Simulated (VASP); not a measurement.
# Al in VASP: further runs

Runs on Al. Level: PBE+D3(BJ). Tasks: single point.

Program: VASP 6.6.1. These are calculated values, not measurements. Logs are shortened: lines on timing, memory, paths and dates and some standing lists are left out, and cuts for length are marked.

## 1. The cell of the first run

The cell holds a slab with vacuum, 18 atoms: a = 5.728 Å, b = 8.591 Å, c = 17.677 Å, α = 90.00°, β = 90.00°, γ = 60.00°.

## 2. Single point, PBE+D3(BJ)

File INCAR:

```
  ALGO = Normal
  EDIFF = 1E-6
  ENCUT = 520
  GGA = PE
  ISIF = 2
  ISMEAR = -1
  IVDW = 12
  LASPH = T
  LCHARG = F
  LREAL = Auto
  LWAVE = F
  NBANDS = 42
  NELM = 100
  PREC = Accurate
  SIGMA = 0.05
```

File KPOINTS:

```
k-points
0
Gamma
  3 2 1
```

File POSCAR:

```
Al
1.0
    5.7275650000      0.0000000000      0.0000000000
    4.2956740000      7.4403250000      0.0000000000
    0.0000000000      0.0000000000     17.6765370000
Al
18
Direct
    0.1666684695      0.1111107378      0.0565721668
    0.6666715249      0.1111107378      0.0565721668
    0.1666708227      0.4444429511      0.0565721668
    0.6666738781      0.4444429511      0.0565721668
    0.1666731759      0.7777751644      0.0565721668
    0.6666762313      0.7777751644      0.0565721668
   -0.1103000488      0.1901798645      0.2029526485
    0.3377869594      0.2260653936      0.1816362560
   -0.1541469060      0.5583492657      0.1862695165
    0.3552316960      0.5489679550      0.2211009996
   -0.0991715780      0.8445733217      0.2004295298
    0.3069864213      0.8650831785      0.2152005226
    0.0544878613      0.0392993586      0.3554485814
    0.5357352592      0.0190986281      0.3036850487
    0.0355303178      0.3961654901      0.3200457194
    0.5567767848      0.2751895919      0.3397384906
    0.0913280880      0.7262451573      0.3541757076
    0.5811433531      0.6842846247      0.3472003594
```

Potentials or basis: VASP PAW PBE potentials, release 64 (Al).

On the command line:

```
cat potpaw_PBE.64/Al/POTCAR > POTCAR
mpirun -np 1 vasp_std > vasp.out
```

OUTCAR:

```text
EDIFF = 1E-6
   ENCUT = 520
   GGA = PE
   ISIF = 2
   ISMEAR = -1
   IVDW = 12
   LASPH = T
   LREAL = Auto
   NELM = 100
   PREC = Accurate
 IVDW          = 12

 ion  position               nearest neighbor table
   1  0.167  0.111  0.057-   8 2.79   4 2.86   2 2.86   3 2.86   5 2.86   2 2.86   6 2.86   7 2.93
                            12 3.36
   2  0.667  0.111  0.057-   8 2.75   1 2.86   3 2.86   4 2.86   6 2.86   5 2.86   1 2.86   7 3.11
                            11 3.23
   3  0.167  0.444  0.057-   8 2.74   9 2.79   6 2.86   4 2.86   2 2.86   5 2.86   1 2.86   4 2.86

   4  0.667  0.444  0.057-   1 2.86   3 2.86   5 2.86   6 2.86   2 2.86   3 2.86   9 2.88   7 3.21
                            10 3.29
   5  0.167  0.778  0.057-   6 2.86   4 2.86   3 2.86   1 2.86   2 2.86   6 2.86  11 2.87  12 3.11

   6  0.667  0.778  0.057-   9 2.82   3 2.86   5 2.86   4 2.86   2 2.86   5 2.86   1 2.86  11 3.06
                            12 3.34
   7  0.890  0.190  0.203-  12 2.62   8 2.76   1 2.93  13 2.93  16 2.94  11 2.94   8 3.04   9 3.06
                            10 3.09  15 3.10   2 3.11   4 3.21
   8  0.338  0.226  0.182-  14 2.66   3 2.74   2 2.75   7 2.76   1 2.79   9 2.84  10 2.91  15 2.93
                             7 3.04  16 3.18  12 3.25  11 3.27
   9  0.846  0.558  0.186-  11 2.64  15 2.68   3 2.79   6 2.82   8 2.84   4 2.88  10 2.92  12 2.93
                            10 2.94   7 3.06  18 3.15
  10  0.355  0.549  0.221-  12 2.59  11 2.60  17 2.80   8 2.91   9 2.92  16 2.92   9 2.94  18 3.08
                             7 3.09  15 3.25   4 3.29
  11  0.901  0.845  0.200-  12 2.43  10 2.60  14 2.61   9 2.64   5 2.87  17 2.92   7 2.94   6 3.06
                             2 3.23   8 3.27  12 3.33
  12  0.307  0.865  0.215-  11 2.43  10 2.59   7 2.62  14 2.77  18 2.81  13 2.88   9 2.93   5 3.11
                            17 3.23   8 3.25  11 3.33   6 3.34   1 3.36
  13  0.054  0.039  0.355-  16 2.56  17 2.59  14 2.83  12 2.88   7 2.93  18 3.04  15 3.08  14 3.20

  14  0.536  0.019  0.304-  16 2.35  11 2.61   8 2.66  12 2.77  13 2.83  18 2.86  17 3.04  15 3.08
                            13 3.20
  15  0.036  0.396  0.320-  18 2.59  16 2.65   9 2.68   8 2.93  17 3.07  13 3.08  14 3.08   7 3.10
                            10 3.25
  16  0.557  0.275  0.340-  14 2.35  13 2.56  15 2.65  10 2.92   7 2.94   8 3.18
  17  0.091  0.726  0.354-  13 2.59  18 2.65  10 2.80  11 2.92  14 3.04  15 3.07  18 3.12  12 3.23

  18  0.581  0.684  0.347-  15 2.59  17 2.65  12 2.81  14 2.86  13 3.04  10 3.08  17 3.12   9 3.15

  LATTYP: Found a simple monoclinic cell.
 ALAT       =     5.7275650000
 B/A-ratio  =     3.0862219809
 C/A-ratio  =     1.3228756151
 COS(beta)  =    -0.1889822093

  Lattice vectors:

 A1 = (   5.7275650000,   0.0000000000,   0.0000000000)
 A2 = (   0.0000000000,   0.0000000000, -17.6765370000)
 A3 = (  -1.4318910000,   7.4403250000,   0.0000000000)

Analysis of symmetry for initial positions (statically):
=====================================================================
 Subroutine PRICEL returns:
 Original cell was already a primitive cell.

 Routine SETGRP: Setting up the symmetry group for a
 simple monoclinic supercell.

 Subroutine GETGRP returns: Found  1 space group operations
 (whereof  1 operations were pure point group operations)
 out of a pool of  4 trial point group operations.

The static configuration has the point symmetry C_1 .

Analysis of symmetry for dynamics (positions and initial velocities):
=====================================================================
 Subroutine PRICEL returns:
 Original cell was already a primitive cell.

 Routine SETGRP: Setting up the symmetry group for a
 simple monoclinic supercell.

 Subroutine GETGRP returns: Found  1 space group operations
 (whereof  1 operations were pure point group operations)
 out of a pool of  4 trial point group operations.

The dynamic configuration has the point symmetry C_1 .

 Subroutine INISYM returns: Found  1 space group operations
 (whereof  1 operations are pure point group operations),
 and found     1 'primitive' translations

----------------------------------------------------------------------------------------

[... 80 lines left out ...]
|           WW  WW  A    A  R   R   N   NN  II  N   NN  G    G                |
|           W    W  A    A  R    R  N    N  II  N    N   GGGG   !!!           |
|                                                                             |
|     Your reciprocal lattice and k-lattice belong to different lattice       |
|     classes:                                                                |
|                                                                             |
|        The reciprocal lattice is simple monoclinic,                         |
|        whereas your k-lattice is hexagonal.                                 |
|                                                                             |
|     Results are often still useful ...                                      |
|                                                                             |
 -----------------------------------------------------------------------------

 Subroutine IBZKPT returns following result:
 ===========================================

 Found      4 irreducible k-points:

 Following reciprocal coordinates:
            Coordinates               Weight
  0.000000  0.000000  0.000000      1.000000
  0.333333  0.000000  0.000000      2.000000
  0.000000  0.500000  0.000000      1.000000
  0.333333  0.500000  0.000000      2.000000
   k-points           NKPTS =      4   k-points in BZ     NKDIM =      4   number of bands    NBANDS=     42
   number of dos      NEDOS =    301   number of ions     NIONS =     18
   total plane-waves  NPLWV = 430080
   dimension x,y,z NGX =    48 NGY =   64 NGZ =  140
   dimension x,y,z NGXF=    96 NGYF=  128 NGZF=  280
   ions per type =              18
   NGX,Y,Z   is equivalent  to a cutoff of  13.93, 12.38, 13.17 a.u.
   NGXF,Y,Z  is equivalent  to a cutoff of  27.86, 24.77, 26.33 a.u.
 SYSTEM =  unknown system
   PREC   = accura    normal or accurate (medium, high low for compatibility)
   ISTART =      0    job   : 0-new  1-cont  2-samecut
   ICHARG =      2    charge: 1-file 2-atom 10-const
   ISPIN  =      1    spin polarized calculation?
   LNONCOLLINEAR =      F non collinear calculations
   LSORBIT =      F    spin-orbit coupling
   LASPH  =      T    aspherical Exc in radial PAW
   ENCUT  =  520.0 eV  38.22 Ry    6.18 a.u.  10.65 15.97 32.87*2*pi/ulx,y,z
   NELM   =    100;   NELMIN=  2; NELMDL= -5     # of ELM steps
   EDIFF  = 0.1E-05   stopping-criterion for ELM
   LREAL  =      T    real-space projection
   EDIFFG = 0.1E-04   stopping-criterion for IOM
   NSW    =      0    number of steps for IOM
   IBRION =     -1    ionic relax: 0-MD 1-quasi-New 2-CG
   NFREE  =      0    steps in history (QN), initial steepest desc. (CG)
   ISIF   =      2    stress and relaxation
   ISYM   =      2    0-nonsym 1-usesym 2-fastsym
   POTIM  = 0.5000    time-step for ionic-motion
   TEBEG  =    0.0;   TEEND  =   0.0 temperature during run
   PSTRESS=    0.0 pullay stress
   NELECT =      54.0000    total number of electrons
   NUPDOWN=      -1.0000    fix difference up-down
   EMIN   =  10.00;   EMAX   =-10.00  energy-range for DOS
   EFERMI =   0.00;   METHOD = LEGACY
   ISMEAR =    -1;   SIGMA  =   0.05  broadening in eV -4-tet -1-fermi 0-gaus
   EFERMI_NEDOS =   21; number of points for ismear=-14 and -15
   IALGO  =     38    algorithm
   IMIX   =      4    mixing-type and parameters
     AMIX     =   0.40;   BMIX     =  1.00
     AMIX_MAG =   1.60;   BMIX_MAG =  1.00
  volume/ion in A,a.u.               =      41.85       282.41
  Fermi-wavevector in a.u.,A,eV,Ry     =   0.680069  1.285144  6.292613  0.462494
  Thomas-Fermi vector in A             =   1.758452
   LORBIT       =      0    0 simple, 1 ext, 2 COOP (PROOUT), +10 PAW based schemes
   GGA     = PE    functional components
   LHFCALC =     F    Hartree Fock is set to
   AEXX    =    0.0000 exact exchange contribution
   IVDW    =    12    specifies the selected vdW correction
   LEPSILON=     F    determine dielectric tensor
   LRPA    =     F    only Hartree local field effects (RPA)
 non-spin polarized calculation
  energy-cutoff  :      520.00
  volume of cell :      753.28
 maximum number of plane-waves:     20332
 NGX is ok and might be reduce to    42
   NGX = 21   NGY = 31   NGZ = 65

 number of electron      54.0000000 magnetization

 Free energy of the ion-electron system (eV)
  ---------------------------------------------------
  ext. energy  EPLUGINS =         0.00000000
  ---------------------------------------------------
  free energy    TOTEN  =       -61.08388360 eV

  energy without entropy =      -61.01021664  energy(sigma->0) =      -61.04705012

 E-fermi :   0.7366     XC(G=0):  -5.1600

 val. band max:        0.7064725544   @ k =   0.0000   0.5000   0.0000
 cond. band min:       0.7615388735   @ k =   0.0000   0.0000   0.0000
 fundamental gap:      0.0550663190
 Fermi energy:         0.7366199988

 k-point     1 :       0.0000    0.0000    0.0000
  band No.  band energies     occupation
      1      -9.3464      2.00000
      2      -7.8229      2.00000
      3      -6.8929      2.00000
      4      -6.5516      2.00000
      5      -5.5947      2.00000
      6      -5.3939      2.00000
[... 157 lines left out ...]
     38       3.2380      0.00000
     39       3.3200      0.00000
 [bands above 39 left out]

------------------------ aborting loop because EDIFF is reached ----------------------------------------

 Edisp (eV)   -3.95587

 E8    (eV) :    -1.8421

  FORCE on cell =-STRESS in cart. coord.  units (eV):
  Direction    XX          YY          ZZ          XY          YZ          ZX
  --------------------------------------------------------------------------------------
  -------------------------------------------------------------------------------------
  Total      -5.77434    -4.20649    -6.05946     0.72061     1.31044     0.21309
  in kB     -12.28158    -8.94687   -12.88799     1.53268     2.78721     0.45323
  external pressure =      -11.37 kB  Pullay stress =        0.00 kB

 VOLUME and BASIS-vectors are now :
 -----------------------------------------------------------------------------
  energy-cutoff  :      520.00
  volume of cell :      753.28
      direct lattice vectors                 reciprocal lattice vectors
     5.727565000  0.000000000  0.000000000     0.174594265 -0.100802054  0.000000000
     4.295674000  7.440325000  0.000000000     0.000000000  0.134402731  0.000000000
     0.000000000  0.000000000 17.676537000     0.000000000  0.000000000  0.056572167

 POSITION                                       TOTAL-FORCE (eV/Angst)
 -----------------------------------------------------------------------------------
      1.43190      0.82670      1.00000        -0.223838     -0.048319      0.320461
      4.29570      0.82670      1.00000         0.359014     -0.170509      0.341223
      2.86380      3.30680      1.00000        -0.122463      0.019448     -0.019342
      5.72760      3.30680      1.00000         0.128789     -0.109654      0.466857
      4.29570      5.78690      1.00000         0.043194      0.185014      0.527552
      7.15950      5.78690      1.00000         0.091317      0.073282      0.423824
[... 10 lines left out ...]
      3.64280      5.40350      6.26060        -0.760795     -0.520439     -0.307491
      6.26800      5.09130      6.13730         0.230704      0.422461     -0.205875
 -----------------------------------------------------------------------------------
    total drift:                                0.001846      0.015568     -0.006557

  FREE ENERGIE OF THE ION-ELECTRON SYSTEM (eV)
  ---------------------------------------------------
  free  energy   TOTEN  =       -65.0397500444 eV

  energy  without entropy=      -64.9660830848  energy(sigma->0) =      -65.00291656
```

Run time: 4.9 min. Hardware: 1 thread of Intel Xeon Platinum 8124M at 3.00GHz (Skylake/Cascade Lake), shared host; peak memory 0.77 GiB.

Results:

```yaml
Free_energy: -65.0398 eV
Largest_force: 2.430 eV/Å
Band_gap_on_the_k_mesh: zero (bands 27 and 28 overlap by 0.40 eV)
Dispersion_energy_per_atom: -0.220 eV
```

Forces in eV/Å, atoms in the order of the input:
```
Al  -0.224 -0.048  0.320
Al   0.359 -0.171  0.341
Al  -0.122  0.019 -0.019
Al   0.129 -0.110  0.467
Al   0.043  0.185  0.528
Al   0.091  0.073  0.424
Al  -0.520  0.672 -0.379
Al   0.256 -0.021  0.138
Al  -0.468 -0.354 -0.309
Al   0.089 -1.258 -0.269
Al  -1.419  0.705 -0.946
Al   1.971  0.218 -0.312
Al   0.691  0.245 -0.331
Al  -1.296 -1.509  0.556
Al   0.096 -0.820  0.192
Al   0.854  2.272  0.112
Al  -0.761 -0.520 -0.307
Al   0.231  0.422 -0.206
```

Levels at points of the mesh, in eV from the Fermi level:
```tsv
k point	band 25	band 26	band 27	band 28	band 29	band 30
(0.00, 0.00, 0.00)	-0.51	-0.41	-0.19	0.02	0.06	0.33
(0.00, 0.50, 0.00)	-0.63	-0.52	-0.34	-0.23	-0.03	0.10
```

Caveat: the k points lie up to 0.42 Å⁻¹ apart; the atoms stand as in a frame of molecular dynamics; there is no dipole correction, which matters where the two faces differ.

[end of part 1 of 2]

The gap in the log of VASP goes by the Fermi energy; the results here count the filled bands.